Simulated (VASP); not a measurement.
# H (P1) in VASP: further runs

H is run at these levels: PBE; tasks: single point.

Program: VASP 6.6.1. These are calculated values, not measurements. Logs are shortened: lines on timing, memory, paths and dates and some standing lists are left out, and cuts for length are marked.

## 1. The cell of the first run

The typed cell holds 16 atoms: a = 6.465 Å, b = 6.465 Å, c = 7.217 Å, α = 103.84°, β = 103.84°, γ = 117.78°.

## 2. Single point, PBE

File INCAR:

```
SYSTEM = H
  PREC = Accurate
  ENCUT = 520
  EDIFF = 1E-6
  ISMEAR = -1
  SIGMA = 0.1034
  LREAL = Auto
  LASPH = .True.
  NELM = 80
  ALGO = Normal
  ISIF = 2
  LWAVE = .False.
  LCHARG = .False.
  GGA = PE
  NBANDS = 22
```

File KPOINTS:

```
Automatic mesh
0
Gamma
  2 2 2
  0.5 0.5 0.5
```

File POSCAR:

```
H
1.0
    3.3404511129      5.5352712371      0.0000000000
    3.3404511129     -5.5352712371      0.0000000000
   -3.3404511129      0.0000000000     -6.3968540509
H
16
Direct
    0.7708617643      0.9282900027      0.0508675042
    0.2243321950      0.7662984097      0.0262955820
    0.6298268356      0.3849965569     -0.0394937884
    0.2226004704      0.2249306182      0.0179316269
    0.2366475139      0.3158739838      0.9501842549
    0.5873250681      0.2400940259      0.9011079437
    0.3080906523      0.7437424744      1.0839931543
    0.6353619847      0.8094248190      0.9984411008
    0.1421817056      1.0572010033      0.6645091425
    0.6646616922      0.9578854441      0.3680318452
    0.1612224718      0.4954476472      0.5617140819
    0.3546237248      0.3722795895      0.4426536822
    1.0325587935      0.0352333214      0.5654770253
    0.5986169459     -0.0560062595      0.4457094030
    1.0157414058      0.4357364047      0.5225146570
    0.4153472456      0.2885720669      0.4400630337
```

Potentials or basis: VASP PAW PBE potentials, release 64 (H).

On the command line:

```bash
cat potpaw_PBE.64/H/POTCAR > POTCAR
mpirun -np 1 vasp_std > vasp.out
```

OUTCAR:

```text
SYSTEM = H
   PREC = Accurate
   ENCUT = 520
   EDIFF = 1E-6
   ISMEAR = -1
   LREAL = Auto
   LASPH = .True.
   NELM = 80
   ISIF = 2
   GGA = PE

 ion  position               nearest neighbor table
   1  0.771  0.928  0.051-   8 0.76
   2  0.224  0.766  0.026-   7 0.69
   3  0.630  0.385  0.961-   6 0.81
   4  0.223  0.225  0.018-   5 0.84
   5  0.237  0.316  0.950-   4 0.84
   6  0.587  0.240  0.901-   3 0.81
   7  0.308  0.744  0.084-   2 0.69
   8  0.635  0.809  0.998-   1 0.76
   9  0.142  0.057  0.665-  13 0.81
  10  0.665  0.958  0.368-  14 0.78
  11  0.161  0.495  0.562-  15 0.77
  12  0.355  0.372  0.443-  16 0.80
  13  0.033  0.035  0.565-   9 0.81
  14  0.599  0.944  0.446-  10 0.78
  15  0.016  0.436  0.523-  11 0.77
  16  0.415  0.289  0.440-  12 0.80

  LATTYP: Found a face centered orthorhombic cell.
 ALAT       =     6.6809022258
 B/A-ratio  =     1.6570430310
 C/A-ratio  =     1.9149671211

  Lattice vectors:

 A1 = (   0.0000000000,  -5.5352712371,  -6.3968540509)
 A2 = (   3.3404511129,   0.0000000000,  -6.3968540509)
 A3 = (   3.3404511129,  -5.5352712371,   0.0000000000)

Analysis of symmetry for initial positions (statically):
=====================================================================
 Subroutine PRICEL returns:
 Original cell was already a primitive cell.

 Routine SETGRP: Setting up the symmetry group for a
 face centered orthorhombic supercell.

 Subroutine GETGRP returns: Found  1 space group operations
 (whereof  1 operations were pure point group operations)
 out of a pool of  8 trial point group operations.

The static configuration has the point symmetry C_1 .

Analysis of symmetry for dynamics (positions and initial velocities):
=====================================================================
 Subroutine PRICEL returns:
 Original cell was already a primitive cell.

 Routine SETGRP: Setting up the symmetry group for a
 face centered orthorhombic supercell.

 Subroutine GETGRP returns: Found  1 space group operations
 (whereof  1 operations were pure point group operations)
 out of a pool of  8 trial point group operations.

The dynamic configuration has the point symmetry C_1 .

 Subroutine INISYM returns: Found  1 space group operations
 (whereof  1 operations are pure point group operations),
 and found     1 'primitive' translations

----------------------------------------------------------------------------------------

                                     Primitive cell

  volume of cell :     236.5595

  direct lattice vectors                    reciprocal lattice vectors
     3.340451113  5.535271237  0.000000000     0.149680382  0.090329810 -0.078163422
     3.340451113 -5.535271237  0.000000000     0.149680382 -0.090329810 -0.078163422
    -3.340451113  0.000000000 -6.396854051     0.000000000  0.000000000 -0.156326843

  length of vectors
     6.465125003  6.465125003  7.216533474     0.191502512  0.191502512  0.156326843

  position of ions in fractional coordinates (direct lattice)
     0.770861764  0.928290003  0.050867504
     0.224332195  0.766298410  0.026295582
     0.629826836  0.384996557  0.960506212
     0.222600470  0.224930618  0.017931627
     0.236647514  0.315873984  0.950184255
     0.587325068  0.240094026  0.901107944
     0.308090652  0.743742474  0.083993154
     0.635361985  0.809424819  0.998441101
     0.142181706  0.057201003  0.664509143
     0.664661692  0.957885444  0.368031845
     0.161222472  0.495447647  0.561714082
     0.354623725  0.372279590  0.442653682
     0.032558794  0.035233321  0.565477025
     0.598616946  0.943993740  0.445709403
     0.015741406  0.435736405  0.522514657
     0.415347246  0.288572067  0.440063034

  ion indices of the primitive-cell ions
   primitive index   ion index
                 1           1
                 2           2
                 3           3
                 4           4
                 5           5
                 6           6
                 7           7
                 8           8
                 9           9
                10          10
                11          11
                12          12
                13          13
                14          14
                15          15
                16          16

----------------------------------------------------------------------------------------

 KPOINTS: Automatic mesh

Automatic generation of k-mesh.
 Grid dimensions read from file:
 generate k-points for:    2    2    2

 Generating k-lattice:

  Cartesian coordinates                     Fractional coordinates (reciprocal lattice)
     0.074840191  0.045164905 -0.039081711     0.500000000  0.000000000 -0.000000000
     0.074840191 -0.045164905 -0.039081711     0.000000000  0.500000000 -0.000000000
     0.000000000  0.000000000 -0.078163422     0.000000000  0.000000000  0.500000000

  Length of vectors
     0.095751256  0.095751256  0.078163422

  Shift w.r.t. Gamma in fractional coordinates (k-lattice)
     0.500000000  0.500000000  0.500000000

 Subroutine IBZKPT returns following result:
 ===========================================

 Found      4 irreducible k-points:

 Following reciprocal coordinates:
            Coordinates               Weight
  0.250000  0.250000  0.250000      2.000000
 -0.250000  0.250000  0.250000      2.000000
 -0.250000  0.250000 -0.250000      2.000000
 -0.250000 -0.250000  0.250000      2.000000
   k-points           NKPTS =      4   k-points in BZ     NKDIM =      4   number of bands    NBANDS=     22
   number of dos      NEDOS =    301   number of ions     NIONS =     16
   total plane-waves  NPLWV = 124416
   dimension x,y,z NGX =    48 NGY =   48 NGZ =   54
   dimension x,y,z NGXF=    96 NGYF=   96 NGZF=  108
   ions per type =              16
   NGX,Y,Z   is equivalent  to a cutoff of  12.34, 12.34, 12.44 a.u.
   NGXF,Y,Z  is equivalent  to a cutoff of  24.69, 24.69, 24.88 a.u.
 SYSTEM =  H
   PREC   = accura    normal or accurate (medium, high low for compatibility)
   ISTART =      0    job   : 0-new  1-cont  2-samecut
   ICHARG =      2    charge: 1-file 2-atom 10-const
   ISPIN  =      1    spin polarized calculation?
   LNONCOLLINEAR =      F non collinear calculations
   LSORBIT =      F    spin-orbit coupling
   LASPH  =      T    aspherical Exc in radial PAW
   ENCUT  =  520.0 eV  38.22 Ry    6.18 a.u.  12.02 12.02 13.42*2*pi/ulx,y,z
   NELM   =     80;   NELMIN=  2; NELMDL= -5     # of ELM steps
   EDIFF  = 0.1E-05   stopping-criterion for ELM
   LREAL  =      T    real-space projection
   EDIFFG = 0.1E-04   stopping-criterion for IOM
   NSW    =      0    number of steps for IOM
   IBRION =     -1    ionic relax: 0-MD 1-quasi-New 2-CG
   NFREE  =      0    steps in history (QN), initial steepest desc. (CG)
   ISIF   =      2    stress and relaxation
   ISYM   =      2    0-nonsym 1-usesym 2-fastsym
   POTIM  = 0.5000    time-step for ionic-motion
   TEBEG  =    0.0;   TEEND  =   0.0 temperature during run
   PSTRESS=    0.0 pullay stress
   NELECT =      16.0000    total number of electrons
   NUPDOWN=      -1.0000    fix difference up-down
   EMIN   =  10.00;   EMAX   =-10.00  energy-range for DOS
   EFERMI =   0.00;   METHOD = LEGACY
   ISMEAR =    -1;   SIGMA  =   0.10  broadening in eV -4-tet -1-fermi 0-gaus
   EFERMI_NEDOS =   21; number of points for ismear=-14 and -15
   IALGO  =     38    algorithm
   IMIX   =      4    mixing-type and parameters
     AMIX     =   0.40;   BMIX     =  1.00
     AMIX_MAG =   1.60;   BMIX_MAG =  1.00
  volume/ion in A,a.u.               =      14.78        99.77
  Fermi-wavevector in a.u.,A,eV,Ry     =   0.667014  1.260473  6.053329  0.444907
  Thomas-Fermi vector in A             =   1.741491
   LORBIT       =      0    0 simple, 1 ext, 2 COOP (PROOUT), +10 PAW based schemes
   GGA     = PE    functional components
   LHFCALC =     F    Hartree Fock is set to
   AEXX    =    0.0000 exact exchange contribution
   IVDW    =     0    specifies the selected vdW correction
   LEPSILON=     F    determine dielectric tensor
   LRPA    =     F    only Hartree local field effects (RPA)
 non-spin polarized calculation
  energy-cutoff  :      520.00
  volume of cell :      236.56
 maximum number of plane-waves:      6386
   NGX = 25   NGY = 25   NGZ = 27

 number of electron      16.0000000 magnetization

 Free energy of the ion-electron system (eV)
  ---------------------------------------------------
  ext. energy  EPLUGINS =         0.00000000
  ---------------------------------------------------
  free energy    TOTEN  =       -53.67980482 eV

  energy without entropy =      -53.67980482  energy(sigma->0) =      -53.67980482

 E-fermi :  -5.4860     XC(G=0):  -4.7227

 val. band max:       -7.9384820136   @ k =  -0.2500  -0.2500   0.2500
 cond. band min:       0.2300200312   @ k =  -0.2500   0.2500   0.2500
 fundamental gap:      8.1685020448
 Fermi energy:        -5.4859780603

 k-point     1 :       0.2500    0.2500    0.2500
  band No.  band energies     occupation
      1     -10.2630      2.00000
      2      -9.9590      2.00000
      3      -9.5180      2.00000
      4      -9.2225      2.00000
      5      -8.9852      2.00000
      6      -8.5932      2.00000
      7      -8.4320      2.00000
      8      -7.9896      2.00000
      9       0.4472      0.00000
     10       0.8953      0.00000
     11       1.2724      0.00000
     12       1.6170      0.00000
     13       1.8879      0.00000
     14       2.2298      0.00000
     15       2.6170      0.00000
     16       2.9144      0.00000
     17       3.6077      0.00000
     18       3.8320      0.00000
     19       4.3026      0.00000
     20       4.6375      0.00000

 k-point     2 :      -0.2500    0.2500    0.2500
  band No.  band energies     occupation
      1     -10.4412      2.00000
      2      -9.8141      2.00000
      3      -9.4962      2.00000
      4      -9.1100      2.00000
      5      -8.9610      2.00000
      6      -8.6416      2.00000
      7      -8.4823      2.00000
      8      -7.9761      2.00000
      9       0.2300      0.00000
     10       0.8049      0.00000
     11       1.0473      0.00000
     12       1.3758      0.00000
     13       1.8694      0.00000
     14       2.2795      0.00000
     15       2.7577      0.00000
     16       3.3379      0.00000
     17       3.5422      0.00000
     18       3.9696      0.00000
     19       4.6385      0.00000
     20       5.0209      0.00000

 k-point     3 :      -0.2500    0.2500   -0.2500
  band No.  band energies     occupation
      1     -10.4280      2.00000
      2      -9.8611      2.00000
      3      -9.4768      2.00000
      4      -9.0771      2.00000
      5      -8.9751      2.00000
      6      -8.6261      2.00000
      7      -8.4933      2.00000
      8      -7.9849      2.00000
      9       0.2359      0.00000
     10       0.5957      0.00000
     11       1.0807      0.00000
     12       1.6843      0.00000
     13       1.9842      0.00000
     14       2.1869      0.00000
     15       2.8252      0.00000
     16       2.9942      0.00000
     17       3.6285      0.00000
     18       3.8669      0.00000
     19       4.3685      0.00000
     20       5.0174      0.00000

 k-point     4 :      -0.2500   -0.2500    0.2500
  band No.  band energies     occupation
      1     -10.3645      2.00000
      2      -9.8164      2.00000
      3      -9.4625      2.00000
      4      -9.2139      2.00000
      5      -9.0311      2.00000
      6      -8.6565      2.00000
      7      -8.4845      2.00000
      8      -7.9385      2.00000
      9       0.4136      0.00000
     10       0.6457      0.00000
     11       1.1687      0.00000
     12       1.6811      0.00000
     13       1.9386      0.00000
     14       2.5238      0.00000
     15       2.8326      0.00000
     16       3.2092      0.00000
     17       3.4829      0.00000
     18       3.8964      0.00000
     19       4.3802      0.00000
     20       4.9947      0.00000
 [bands above 20 left out]

------------------------ aborting loop because EDIFF is reached ----------------------------------------

  FORCE on cell =-STRESS in cart. coord.  units (eV):
  Direction    XX          YY          ZZ          XY          YZ          ZX
  --------------------------------------------------------------------------------------
  -------------------------------------------------------------------------------------
  Total       -1.6424731     -1.3100280     -0.7294408      1.2512733     -0.0303271     -0.3347461
  in kB      -11.1241895     -8.8725957     -4.9403781      8.4746601     -0.2054003     -2.2671781
  external PRESSURE =      -8.3123878 kB  Pullay stress =       0.0000000 kB

 VOLUME and BASIS-vectors are now :
 -----------------------------------------------------------------------------
  energy-cutoff  :      520.00
  volume of cell :      236.56
      direct lattice vectors                 reciprocal lattice vectors
     3.340451113  5.535271237  0.000000000     0.149680382  0.090329810 -0.078163422
     3.340451113 -5.535271237  0.000000000     0.149680382 -0.090329810 -0.078163422
    -3.340451113  0.000000000 -6.396854051     0.000000000  0.000000000 -0.156326843

 POSITION                                       TOTAL-FORCE (eV/Angst)
 -----------------------------------------------------------------------------------
      5.50601     -0.87141     -0.32539        -0.230438     -0.000748      0.153566
      3.22131     -2.99993     -0.16821        -0.077198     -1.956045      1.260987
      0.18144      1.35520     -6.14422        -0.811509      1.243639      0.778406
      1.43506     -0.01290     -0.11471         1.607664     -1.297175      1.098465
     -1.32837     -0.43854     -6.07819        -1.743954      1.122053     -1.339756
     -0.24615      1.92202     -5.76426         0.944015     -1.069433     -0.768193
      3.23302     -2.41145     -0.53729        -0.018312      1.811724     -1.158995
      1.49100     -0.96349     -6.38688         0.315345      0.063815     -0.119104
     -1.55373      0.47039     -4.25077        -0.249654     -0.951748      1.422249
      4.19065     -1.62307     -2.35425        -0.669897     -0.376667     -0.653001
      0.31720     -1.85003     -3.59320        -0.517398     -0.511148      0.209698
      0.94952     -0.09773     -2.83159        -0.078236      1.618372      0.072642
     -1.66249     -0.01480     -3.61727         0.201827      1.093008     -1.259237
      3.66415     -1.91175     -2.85114         0.628500      0.342901      0.569588
     -0.23730     -2.32479     -3.34245         0.525537      0.372281     -0.244722
      0.88140      0.70174     -2.81502         0.173708     -1.504828     -0.022591
 -----------------------------------------------------------------------------------
    total drift:                               -0.000430     -0.000321      0.000607

  FREE ENERGIE OF THE ION-ELECTRON SYSTEM (eV)
  ---------------------------------------------------
  free  energy   TOTEN  =       -53.6798048229 eV

  energy  without entropy=      -53.6798048227  energy(sigma->0) =      -53.67980482
```

Wall time 89 s (1 thread of AMD EPYC 7R43 (Zen 3), shared host); peak memory 0.29 GiB.

What came out:

```yaml
Free_energy: -53.6798 eV
Pressure: -0.8 GPa
Largest_force: 2.469 eV/Å
Band_gap_on_the_k_mesh: 8.17 eV (least direct gap 8.21 eV)
```

Forces in eV/Å, atoms in the order of the input:
```
H   -0.230 -0.001  0.154
H   -0.077 -1.956  1.261
H   -0.812  1.244  0.778
H    1.608 -1.297  1.098
H   -1.744  1.122 -1.340
H    0.944 -1.069 -0.768
H   -0.018  1.812 -1.159
H    0.315  0.064 -0.119
H   -0.250 -0.952  1.422
H   -0.670 -0.377 -0.653
H   -0.517 -0.511  0.210
H   -0.078  1.618  0.073
H    0.202  1.093 -1.259
H    0.628  0.343  0.570
H    0.526  0.372 -0.245
H    0.174 -1.505 -0.023
```

Stress tensor (GPa, compression positive):
```
-1.11  0.85 -0.23
 0.85 -0.89 -0.02
-0.23 -0.02 -0.49
```

Caveat: the k points lie up to 0.60 Å⁻¹ apart; the atoms stand as in a frame of molecular dynamics; a shifted mesh leaves out Γ, where band edges can lie; forces of over 1 eV/Å act on the atoms, so gaps and moduli don't describe the material at rest. A k mesh can miss the band edges.

## 3. Single point, PBE

File INCAR:

```
PREC = Accurate
ENCUT = 520
EDIFF = 1E-6
ISMEAR = -1
SIGMA = 0.1034
LREAL = Auto
LASPH = T
NELM = 60
ALGO = Normal
ISIF = 2
LWAVE = F
LCHARG = F
GGA = PE
NBANDS = 22
```

KPOINTS is that of step 2.

File POSCAR:

```
H
1.0
    3.3404511129      5.5352712371      0.0000000000
    3.3404511129     -5.5352712371      0.0000000000
   -3.3404511129      0.0000000000     -6.3968540509
H
16
Direct
    0.7084756294      0.9526009743      0.0155057469
    0.1704112916      0.7254493138      0.0186239985
    0.6234402378      0.4627113481     -0.0827234756
    0.2318965697      0.3442558333      0.0235518895
    0.1163792065      0.2922544181      1.0679888810
    0.5044324099      0.3448162028      0.8222863861
    0.2383186285      0.7619840237      1.1344034024
    0.6715851645      1.0492562687      1.0299392401
    0.1601953227      1.0434344252      0.7247878353
    0.7391317934      0.9381619679      0.3221728968
    0.2137545689      0.5381858249      0.6186811468
    0.3473449392      0.1156204319      0.3656752181
    1.1133516885     -0.0442437979      0.6110029976
    0.7655150886     -0.1346512784      0.3818381630
    1.1058822561      0.3985283013      0.5721840722
    0.2898855771      0.2116359338      0.3740815377
```

Potentials or basis: VASP PAW PBE potentials, release 64 (H).

On the command line:

```bash
cat potpaw_PBE.64/H/POTCAR > POTCAR
mpirun -np 1 vasp_std > vasp.out
```

Wall time 95 s (1 thread of AMD EPYC 7R43 (Zen 3), shared host); peak memory 0.29 GiB.

Results (log left out):

- Free energy: -53.7783 eV
- Pressure: -1.0 GPa
- Largest force: 2.722 eV/Å
- Band gap on the k mesh: 8.36 eV

Forces in eV/Å, atoms in the order of the input:
```
H    0.082 -0.377  0.006
H   -0.017  0.075 -0.399
H   -0.344  0.013  0.478
H   -2.018 -0.986 -0.839
H    2.023  1.045  0.837
H    0.525  0.025 -0.572
H    0.015 -0.113  0.474
H   -0.063  0.320  0.097
H   -0.178  0.188  0.525
H   -0.175  0.194 -0.129
H   -0.144  0.019  0.065
H    0.346 -2.692 -0.203
H    0.003 -0.108 -0.512
H    0.075 -0.221  0.120
H    0.155 -0.062 -0.076
H   -0.285  2.681  0.127
```

Stress tensor (GPa, compression positive):
```
-0.74 -0.24 -0.27
-0.24 -1.71 -0.33
-0.27 -0.33 -0.43
```

Levels at points of the mesh, in eV from the valence-band top:
```csv
k point,band 5,band 6,band 7,band 8,band 9,band 10,band 11,band 12
"(0.25, 0.25, 0.25)",-0.95,-0.50,-0.34,-0.08,8.59,8.77,9.23,9.37
```

Caveat: the k points lie up to 0.60 Å⁻¹ apart; the atoms stand as in a frame of molecular dynamics; a shifted mesh leaves out Γ, where band edges can lie; forces of over 1 eV/Å act on the atoms, so gaps and moduli don't describe the material at rest.

(Part 1 of 2 ends here.)
